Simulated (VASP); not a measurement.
Al5Cu:

```xyz
6
Lattice="2.7841 0.0000 0.0000 -1.3921 2.4111 0.0000 0.0000 0.0000 13.5376" Properties=species:S:1:pos:R:3 pbc="T T T"
Al    0.0000    1.6074   11.2813
Al    0.0000    1.6074    2.2563
Al    1.3921    0.8037    0.0000
Al    1.3921    0.8037    4.5125
Al    1.3921    0.8037    9.0251
Cu    0.0000    1.6074    6.7688
```

```yaml
Program: VASP 6.6.1
Task: relaxation of cell and atoms
Functional: PBE
Potentials_or_basis: VASP PAW PBE potentials, release 64 (Al, Cu)
Cutoff: 600 eV
k_mesh: 6 × 6 × 2
Occupations: gaussian, width 0.1 eV
Spin: no spin polarisation
```

At the start: pressure 3.7 GPa; volume 15.15 Å³/atom.

**Question.** How do energy, volume and symmetry change on relaxing?

**Answer.** Over 11 steps the energy falls by 39.5 meV/atom and the volume is 15.85 Å³/atom (+4.6 %); space group P-6m2 (No. 187, to 0.1 Å) before and after.

The path:
```tsv
step	energy change (eV)	largest force (eV/Å)	pressure (GPa)	volume (Å³)
1	0.0000	0.7935	3.68	90.88
2	-0.1033	0.5980	-0.55	95.53
3	-0.1075	0.5602	-1.42	96.61
4	-0.1568	0.4213	-0.95	95.98
5	-0.2188	0.2760	0.85	94.15
6	-0.2193	0.2691	0.64	94.32
7	-0.2306	0.1638	-0.31	95.40
8	-0.2312	0.1412	-0.50	95.70
9	-0.2365	0.0531	0.04	94.95
10	-0.2369	0.0403	0.22	94.72
11	-0.2373	0.0091	-0.11	95.10
```

Final structure:
```
Al Cu
1.0
     2.83848    0.00000    0.00000
    -1.41924    2.45820    0.00000
     0.00000    0.00000   13.62897
Al Cu
5 1
Direct
  0.33333 0.66667 0.82385
  0.33333 0.66667 0.17615
  0.66667 0.33333 0.00000
  0.66667 0.33333 0.34862
  0.66667 0.33333 0.65138
  0.33333 0.66667 0.50000
```

Caveat: the k points lie up to 0.43 Å⁻¹ apart in the final cell; the highest band is partly filled, so the run has too few bands.
